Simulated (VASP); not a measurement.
Au:

```
CELL_PARAMETERS angstrom
0.00000 2.03500 2.03500
2.03500 0.00000 2.03500
2.03500 2.03500 0.00000
ATOMIC_POSITIONS crystal
Au 0.00000 0.00000 0.00000
```

```yaml
Program: VASP 6.6.1
Task: relaxation of cell and atoms
Functional: BLYP
Dispersion: D4
Potentials_or_basis: VASP PAW PBE potentials, release 64 (Au_sv_GW)
Cutoff: 500 eV
k_mesh: 11 × 11 × 11
Occupations: fermi-dirac, width 0.05 eV
Spin: no spin polarisation
```

At the start: pressure 9.2 GPa; volume 16.85 Å³/atom.

How do energy, volume and symmetry change on relaxing?

Over 4 steps the energy falls by 22.7 meV/atom and the volume is 17.69 Å³/atom (+5.0 %); space group Fm-3m (No. 225, to 0.05 Å).

The path:
```
step  energy change (eV)  largest force (eV/Å)  pressure (GPa)  volume (Å³)
   1              0.0000                0.0000            9.16        16.85
   2              0.0412                0.0000          -11.40        19.32
   3             -0.0227                0.0000           -0.23        17.71
   4             -0.0227                0.0000           -0.02        17.69
```

Final structure:
```
Au
1.0
     0.00000    2.06809    2.06809
     2.06809    0.00000    2.06809
     2.06809    2.06809    0.00000
Au
1
Direct
  0.00000 0.00000 0.00000
```

Caveat: the PAW data sets were made with another functional, which shifts forces and pressure a little; pairwise dispersion overbinds metals, which lowers pressure and volume.
